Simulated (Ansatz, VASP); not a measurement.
**One calculation of Pt, two programs**

Contents of INCAR:

```
SYSTEM = Pt
PREC = Accurate ; ENCUT = 500
EDIFF = 1E-6 ; ISMEAR = -1
SIGMA = 0.1 ; LREAL = .FALSE.
LASPH = .TRUE. ; NELM = 200
ALGO = Normal ; ISIF = 2
LWAVE = .FALSE. ; LCHARG = .FALSE.
ISPIN = 2 ; MAGMOM = 0
LORBIT = 11 ; LMAXMIX = 4
GGA = PE ; NBANDS = 15
GGA_COMPAT = .FALSE.
```

The input KPOINTS:

```
Automatic mesh
0
G
  8 8 8
  0 0 0
```

Contents of POSCAR:

```
Pt
1.0
   -1.5035000000      1.5035000000      1.5035000000
    1.5035000000     -1.5035000000      1.5035000000
    1.5035000000      1.5035000000     -1.5035000000
Pt
1
Direct
    0.0000000000      0.0000000000      0.0000000000
```

Input for Ansatz:

```yaml
crystal:
  lattice:
    - [-1.5035, 1.5035, 1.5035]
    - [1.5035, -1.5035, 1.5035]
    - [1.5035, 1.5035, -1.5035]
  atoms:
    - { symbol: Pt, position: [0, 0, 0] }
kpoints:
  mp_grid: { grid: [8, 8, 8], shift: [0, 0, 0] }
hamiltonian:
  xc: pbe
  pseudopotentials: { kind: paw }
magnetization:
  spin_polarized: true
scf:
  occupations: { method: fermi_dirac }
```

Alike in both runs: task single point; functional PBE; k mesh 8 × 8 × 8; collinear spin.

```csv
,VASP,Ansatz
version,VASP 6.6.1,Ansatz 0.2 development build
potentials or method,"VASP PAW PBE potentials, release 64 (Pt)","PAW hard, scalar-relativistic"
plane-wave cutoff (eV),500,570
occupations,"fermi-dirac, width 0.1 eV",fermi-dirac
```

|  | VASP | Ansatz | Ansatz less VASP |
| --- | --- | --- | --- |
| net moment per atom (μB) | 0.00 | 0.00 | 0.000 |

The k mesh is coarse, so the values compare programs but aren't converged. Spin-orbit coupling is off throughout.
